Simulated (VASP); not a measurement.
# KZnF3 (Pm-3m) in VASP: further runs, part 2 of 2

VASP 6.6.1.

### Step 5. Single point, r2SCAN

This run uses another cell than the first one, of 13.53 Å³/atom.

File POSCAR:

```
KZnF3
1.0
    4.0743850200      0.0000000000      0.0000000000
    0.0000000000      4.0743850200      0.0000000000
    0.0000000000      0.0000000000      4.0743850200
K Zn F
1 1 3
Direct
    0.0000000000      0.0000000000      0.0000000000
    0.5000000000      0.5000000000      0.5000000000
    0.5000000000      0.5000000000      0.0000000000
    0.0000000000      0.5000000000      0.5000000000
    0.5000000000      0.0000000000      0.5000000000
```

File INCAR.step1:

```
SYSTEM = KZnF3
PREC     = Accurate       ! precision mode
ENCUT    = 520            ! plane-wave cutoff, eV
ISMEAR   = -1             ! smearing method
SIGMA    = 0.02           ! smearing width, eV
LREAL    = .False.        ! projectors in reciprocal space
LASPH    = .True.         ! aspherical terms in the spheres
NELM     = 100            ! most SCF steps
NBANDS   = 29             ! bands
GGA      = PE             ! functional
ALGO     = Normal         ! electronic algorithm
EDIFF    = 1E-4           ! SCF threshold, eV
LWAVE    = .True.         ! write WAVECAR
LCHARG   = .False.        ! write CHGCAR
```

File INCAR.step2:

```
SYSTEM = KZnF3
PREC     = Accurate       ! precision mode
ENCUT    = 520            ! plane-wave cutoff, eV
EDIFF    = 1E-6           ! SCF threshold, eV
ISMEAR   = -1             ! smearing method
SIGMA    = 0.02           ! smearing width, eV
LREAL    = .False.        ! projectors in reciprocal space
LASPH    = .True.         ! aspherical terms in the spheres
NELM     = 100            ! most SCF steps
ALGO     = Normal         ! electronic algorithm
ISIF     = 2              ! what is computed and relaxed
LWAVE    = .False.        ! write WAVECAR
LCHARG   = .False.        ! write CHGCAR
METAGGA  = R2SCAN         ! meta-GGA
LMIXTAU  = .True.       
NBANDS   = 29             ! bands
ISTART   = 1
```

File KPOINTS:

```
regular mesh
0
Gamma
  8 8 8
  0 0 0
```

Potentials or basis: VASP PAW PBE potentials, release 64 (K_sv, Zn, F).

Command:

```console
cat potpaw_PBE.64/K_sv/POTCAR potpaw_PBE.64/Zn/POTCAR potpaw_PBE.64/F/POTCAR > POTCAR
cp INCAR.step1 INCAR
mpirun -np 1 vasp_std > vasp.out
cp INCAR.step2 INCAR
mpirun -np 1 vasp_std > vasp.out
```

OUTCAR:

```text
SYSTEM = KZnF3
   PREC = Accurate
   ENCUT = 520
   EDIFF = 1E-6
   ISMEAR = -1
   LREAL = .False.
   LASPH = .True.
   NELM = 100
   ISIF = 2
   METAGGA = R2SCAN
   ISTART = 1

 ion  position               nearest neighbor table
   1  0.000  0.000  0.000-
   2  0.500  0.500  0.500-   3 2.04   4 2.04   5 2.04   3 2.04   5 2.04   4 2.04
   3  0.500  0.500  0.000-   2 2.04   2 2.04
   4  0.000  0.500  0.500-   2 2.04   2 2.04
   5  0.500  0.000  0.500-   2 2.04   2 2.04

  LATTYP: Found a simple cubic cell.
 ALAT       =     4.0743850200

  Lattice vectors:

 A1 = (   4.0743850200,   0.0000000000,   0.0000000000)
 A2 = (   0.0000000000,   4.0743850200,   0.0000000000)
 A3 = (   0.0000000000,   0.0000000000,   4.0743850200)

Analysis of symmetry for initial positions (statically):
=====================================================================
 Subroutine PRICEL returns:
 Original cell was already a primitive cell.

 Routine SETGRP: Setting up the symmetry group for a
[... 172 lines left out ...]

 E-fermi :  -0.9609     XC(G=0): -10.3716

 val. band max:       -1.4261124492   @ k =   0.5000   0.5000   0.5000
 cond. band min:       3.1057053883   @ k =   0.0000   0.0000   0.0000
 fundamental gap:      4.5318178374
 Fermi energy:        -0.9609190769

 k-point     1 :       0.0000    0.0000    0.0000
  band No.  band energies     occupation
      1     -29.5385      2.00000
      2     -24.1155      2.00000
      3     -23.5418      2.00000
      4     -23.5418      2.00000
      5     -12.2568      2.00000
      6     -12.2568      2.00000
[... 757 lines left out ...]
     28      11.1968      0.00000
     29      12.0208      0.00000

 [... further k-points ...]

------------------------ aborting loop because EDIFF is reached ----------------------------------------

  FORCE on cell =-STRESS in cart. coord.  units (eV):
  Direction    XX          YY          ZZ          XY          YZ          ZX
  --------------------------------------------------------------------------------------
  -------------------------------------------------------------------------------------
  Total       -0.6307826     -0.6307826     -0.6307826      0.0000000      0.0000000     -0.0000000
  in kB      -14.9418412    -14.9418412    -14.9418412      0.0000000      0.0000000     -0.0000000
  external PRESSURE =     -14.9418412 kB  Pullay stress =       0.0000000 kB

 VOLUME and BASIS-vectors are now :
 -----------------------------------------------------------------------------
  energy-cutoff  :      520.00
  volume of cell :       67.64
      direct lattice vectors                 reciprocal lattice vectors
     4.074385020  0.000000000  0.000000000     0.245435813  0.000000000  0.000000000
     0.000000000  4.074385020  0.000000000     0.000000000  0.245435813  0.000000000
     0.000000000  0.000000000  4.074385020     0.000000000  0.000000000  0.245435813

 POSITION                                       TOTAL-FORCE (eV/Angst)
 -----------------------------------------------------------------------------------
      0.00000      0.00000      0.00000         0.000000      0.000000      0.000000
      2.03719      2.03719      2.03719         0.000000      0.000000      0.000000
      2.03719      2.03719      0.00000         0.000000      0.000000      0.000000
      0.00000      2.03719      2.03719         0.000000      0.000000      0.000000
      2.03719      0.00000      2.03719         0.000000      0.000000      0.000000
 -----------------------------------------------------------------------------------
    total drift:                                0.000000      0.000000     -0.000000

  FREE ENERGIE OF THE ION-ELECTRON SYSTEM (eV)
  ---------------------------------------------------
  free  energy   TOTEN  =       -38.3523865957 eV

  energy  without entropy=      -38.3523865957  energy(sigma->0) =      -38.35238660
```

OUTCAR.step1:

```text
SYSTEM = KZnF3
   PREC = Accurate
   ENCUT = 520
   ISMEAR = -1
   LREAL = .False.
   LASPH = .True.
[... 999 lines left out ...]
      2.03719      2.03719      0.00000         0.000000      0.000000      0.000000
      0.00000      2.03719      2.03719         0.000000      0.000000      0.000000
      2.03719      0.00000      2.03719         0.000000      0.000000      0.000000
 -----------------------------------------------------------------------------------
    total drift:                                0.000000      0.000000     -0.000000

  FREE ENERGIE OF THE ION-ELECTRON SYSTEM (eV)
  ---------------------------------------------------
  free  energy   TOTEN  =       -20.2980315264 eV

  energy  without entropy=      -20.2980315264  energy(sigma->0) =      -20.29803153
```

It took 97 s on 1 thread of Intel Xeon 6975P-C (Granite Rapids), shared host; peak memory 0.21 GiB.

Results:

- Free energy: -38.3524 eV
- Pressure: -1.5 GPa
- Band gap on the k mesh: 4.53 eV (least direct gap 6.40 eV)

Caveat: the PAW data sets were made with another functional, which shifts forces and pressure a little. r2SCAN opens gaps a little over a GGA but as a rule still falls short of measured ones.

### Step 6. Single point, r2SCAN

This run uses another cell than the first one, of 13.79 Å³/atom.

POSCAR, as its differences from that of step 5:

```diff
@@ -2,5 +2,5 @@
 1.0
-    4.0743850200      0.0000000000      0.0000000000
-    0.0000000000      4.0743850200      0.0000000000
-    0.0000000000      0.0000000000      4.0743850200
+    4.1008428100      0.0000000000      0.0000000000
+    0.0000000000      4.1008428100      0.0000000000
+    0.0000000000      0.0000000000      4.1008428100
 K Zn F
```

File INCAR.step1:

```
SYSTEM = KZnF3
  ALGO = Normal
  EDIFF = 1E-4
  ENCUT = 520
  GGA = PE
  ISMEAR = -1
  LASPH = .TRUE.
  LCHARG = .FALSE.
  LREAL = .FALSE.
  LWAVE = .TRUE.
  NBANDS = 29
  NELM = 100
  PREC = Accurate
  SIGMA = 0.02
```

File INCAR.step2:

```
SYSTEM = KZnF3
  ALGO = Normal
  EDIFF = 1E-6
  ENCUT = 520
  ISIF = 2
  ISMEAR = -1
  ISTART = 1
  LASPH = .TRUE.
  LCHARG = .FALSE.
  LMIXTAU = .TRUE.
  LREAL = .FALSE.
  LWAVE = .FALSE.
  METAGGA = R2SCAN
  NBANDS = 29
  NELM = 100
  PREC = Accurate
  SIGMA = 0.02
```

File KPOINTS:

```
k-points
0
G
  8 8 8
  0 0 0
```

Potentials or basis: VASP PAW PBE potentials, release 64 (K_sv, Zn, F).

Command:

```console
cat potpaw_PBE.64/K_sv/POTCAR potpaw_PBE.64/Zn/POTCAR potpaw_PBE.64/F/POTCAR > POTCAR
cp INCAR.step1 INCAR
mpirun -np 1 vasp_std > vasp.out
cp INCAR.step2 INCAR
mpirun -np 1 vasp_std > vasp.out
```

It took 1.7 min on 1 thread of Intel Xeon 6975P-C (Granite Rapids), shared host; peak memory 0.21 GiB.

Results (log left out):

| Item | Value |
| --- | --- |
| Free energy | -38.3357 eV |
| Pressure | -3.0 GPa |
| Band gap on the k mesh | 4.48 eV (least direct gap 6.24 eV) |

Levels at points of the mesh, in eV from the valence-band top:
```csv
k point,band 19,band 20,band 21,band 22,band 23,band 24
"(0.00, 0.00, 0.00)",-1.76,-1.76,-1.76,4.48,9.46,9.46
"(0.50, 0.00, 0.00)",-1.64,-1.64,-1.49,7.16,8.99,10.39
"(0.50, 0.50, 0.00)",-1.72,-1.43,0.00,8.67,10.85,10.87
"(0.50, 0.50, 0.50)",-1.41,0.00,0.00,9.25,9.25,9.25
```

Caveat: the PAW data sets were made with another functional, which shifts forces and pressure a little.

### Step 7. Single point, r2SCAN

This run uses another cell than the first one, of 14.06 Å³/atom.

POSCAR, as its differences from that of step 6:

```diff
@@ -2,5 +2,5 @@
 1.0
-    4.1008428100      0.0000000000      0.0000000000
-    0.0000000000      4.1008428100      0.0000000000
-    0.0000000000      0.0000000000      4.1008428100
+    4.1269635300      0.0000000000      0.0000000000
+    0.0000000000      4.1269635300      0.0000000000
+    0.0000000000      0.0000000000      4.1269635300
 K Zn F
```

File INCAR.step1:

```
SYSTEM = KZnF3
  PREC = Accurate
  ENCUT = 520
  ISMEAR = -1
  SIGMA = 0.02
  LREAL = .FALSE.
  LASPH = .TRUE.
  NELM = 100
  NBANDS = 29
  GGA = PE
  ALGO = Normal
  EDIFF = 1E-4
  LWAVE = .TRUE.
  LCHARG = .FALSE.
```

File INCAR.step2:

```
SYSTEM = KZnF3
  PREC = Accurate
  ENCUT = 520
  EDIFF = 1E-6
  ISMEAR = -1
  SIGMA = 0.02
  LREAL = .FALSE.
  LASPH = .TRUE.
  NELM = 100
  ALGO = Normal
  ISIF = 2
  LWAVE = .FALSE.
  LCHARG = .FALSE.
  METAGGA = R2SCAN
  LMIXTAU = .TRUE.
  NBANDS = 29
  ISTART = 1
```

File KPOINTS:

```
Automatic mesh
0
G
  8 8 8
  0 0 0
```

Potentials or basis: VASP PAW PBE potentials, release 64 (K_sv, Zn, F).

Command:

```console
cat potpaw_PBE.64/K_sv/POTCAR potpaw_PBE.64/Zn/POTCAR potpaw_PBE.64/F/POTCAR > POTCAR
cp INCAR.step1 INCAR
mpirun -np 1 vasp_std > vasp.out
cp INCAR.step2 INCAR
mpirun -np 1 vasp_std > vasp.out
```

OUTCAR:

```text
SYSTEM = KZnF3
   PREC = Accurate
   ENCUT = 520
   EDIFF = 1E-6
   ISMEAR = -1
   LREAL = .FALSE.
   LASPH = .TRUE.
   NELM = 100
   ISIF = 2
   METAGGA = R2SCAN
   ISTART = 1

 ion  position               nearest neighbor table
   1  0.000  0.000  0.000-
   2  0.500  0.500  0.500-   3 2.06   4 2.06   5 2.06   3 2.06   5 2.06   4 2.06
   3  0.500  0.500  0.000-   2 2.06   2 2.06
   4  0.000  0.500  0.500-   2 2.06   2 2.06
   5  0.500  0.000  0.500-   2 2.06   2 2.06

  LATTYP: Found a simple cubic cell.
 ALAT       =     4.1269635300

  Lattice vectors:

 A1 = (   4.1269635300,   0.0000000000,   0.0000000000)
 A2 = (   0.0000000000,   4.1269635300,   0.0000000000)
 A3 = (   0.0000000000,   0.0000000000,   4.1269635300)

Analysis of symmetry for initial positions (statically):
=====================================================================
 Subroutine PRICEL returns:
 Original cell was already a primitive cell.

 Routine SETGRP: Setting up the symmetry group for a
[... 173 lines left out ...]

 E-fermi :  -1.3054     XC(G=0): -10.1575

 val. band max:       -1.8114644202   @ k =   0.5000   0.5000   0.5000
 cond. band min:       2.6203961624   @ k =   0.0000   0.0000   0.0000
 fundamental gap:      4.4318605826
 Fermi energy:        -1.3054033772

 k-point     1 :       0.0000    0.0000    0.0000
  band No.  band energies     occupation
      1     -29.7912      2.00000
      2     -24.1805      2.00000
      3     -23.6545      2.00000
      4     -23.6545      2.00000
      5     -12.5039      2.00000
      6     -12.5039      2.00000
[... 757 lines left out ...]
     28      10.7425      0.00000
     29      11.7957      0.00000

 [... further k-points ...]

------------------------ aborting loop because EDIFF is reached ----------------------------------------

  FORCE on cell =-STRESS in cart. coord.  units (eV):
  Direction    XX          YY          ZZ          XY          YZ          ZX
  --------------------------------------------------------------------------------------
  -------------------------------------------------------------------------------------
  Total       -1.8587231     -1.8587231     -1.8587231     -0.0000000      0.0000000     -0.0000000
  in kB      -42.3675530    -42.3675530    -42.3675530     -0.0000000      0.0000000     -0.0000000
  external PRESSURE =     -42.3675530 kB  Pullay stress =       0.0000000 kB

 VOLUME and BASIS-vectors are now :
 -----------------------------------------------------------------------------
  energy-cutoff  :      520.00
  volume of cell :       70.29
      direct lattice vectors                 reciprocal lattice vectors
     4.126963530  0.000000000  0.000000000     0.242308902  0.000000000  0.000000000
     0.000000000  4.126963530  0.000000000     0.000000000  0.242308902  0.000000000
     0.000000000  0.000000000  4.126963530     0.000000000  0.000000000  0.242308902

 POSITION                                       TOTAL-FORCE (eV/Angst)
 -----------------------------------------------------------------------------------
      0.00000      0.00000      0.00000         0.000000      0.000000      0.000000
      2.06348      2.06348      2.06348         0.000000      0.000000      0.000000
      2.06348      2.06348      0.00000         0.000000      0.000000      0.000000
      0.00000      2.06348      2.06348         0.000000      0.000000      0.000000
      2.06348      0.00000      2.06348         0.000000      0.000000      0.000000
 -----------------------------------------------------------------------------------
    total drift:                                0.000000     -0.000000     -0.000000

  FREE ENERGIE OF THE ION-ELECTRON SYSTEM (eV)
  ---------------------------------------------------
  free  energy   TOTEN  =       -38.3068537776 eV

  energy  without entropy=      -38.3068537776  energy(sigma->0) =      -38.30685378
```

OUTCAR.step1:

```text
SYSTEM = KZnF3
   PREC = Accurate
   ENCUT = 520
   ISMEAR = -1
   LREAL = .FALSE.
   LASPH = .TRUE.
[... 1000 lines left out ...]
      2.06348      2.06348      0.00000         0.000000      0.000000      0.000000
      0.00000      2.06348      2.06348         0.000000      0.000000      0.000000
      2.06348      0.00000      2.06348         0.000000      0.000000      0.000000
 -----------------------------------------------------------------------------------
    total drift:                                0.000000     -0.000000     -0.000000

  FREE ENERGIE OF THE ION-ELECTRON SYSTEM (eV)
  ---------------------------------------------------
  free  energy   TOTEN  =       -20.3317903005 eV

  energy  without entropy=      -20.3317903005  energy(sigma->0) =      -20.33179030
```

It took 74 s on 1 thread of Intel Xeon 6975P-C (Granite Rapids), shared host; peak memory 0.23 GiB.

Results:

```
Free energy            : -38.3069 eV
Pressure               : -4.2 GPa
Band gap on the k mesh : 4.43 eV (least direct gap 6.08 eV)
```

Levels at points of the mesh, in eV from the valence-band top:
| k point | band 18 | band 19 | band 20 | band 21 | band 22 | band 23 | band 24 | band 25 |
| --- | --- | --- | --- | --- | --- | --- | --- | --- |
| (0.00, 0.00, 0.00) | -1.84 | -1.65 | -1.65 | -1.65 | 4.43 | 9.54 | 9.54 | 10.12 |
| (0.50, 0.00, 0.00) | -1.80 | -1.56 | -1.56 | -1.48 | 7.06 | 8.98 | 10.45 | 11.92 |
| (0.50, 0.50, 0.00) | -1.64 | -1.64 | -1.32 | 0.00 | 8.58 | 10.80 | 10.80 | 10.86 |
| (0.50, 0.50, 0.50) | -1.30 | -1.30 | 0.00 | 0.00 | 9.27 | 9.27 | 9.27 | 10.69 |

Caveat: the cell stands under tension; the PAW data sets were made with another functional, which shifts forces and pressure a little.

### Step 8. Summary

| cell | gap on the mesh (eV) | pressure (GPa) |
| --- | --- | --- |
| a = 4.020 Å, 5 atoms | 4.64 | 2.1 |
| a = 4.048 Å, 5 atoms | 4.58 | 0.2 |
| a = 4.074 Å, 5 atoms | 4.53 | -1.5 |
| a = 4.101 Å, 5 atoms | 4.48 | -3.0 |
| a = 4.127 Å, 5 atoms | 4.43 | -4.2 |

Alike in all rows: task single point; level r2SCAN; potentials or basis VASP PAW PBE potentials, release 64 (K_sv, Zn, F); no spin polarisation; k mesh 8 × 8 × 8; cutoff (eV) 520; smearing fermi-dirac 0.02 eV.

Caveats: the PAW data sets were made with another functional, which shifts forces and pressure a little; the cell stands under tension (at least some runs).

Total energies depend on the potentials used, so only differences within one code and one set of settings carry meaning.
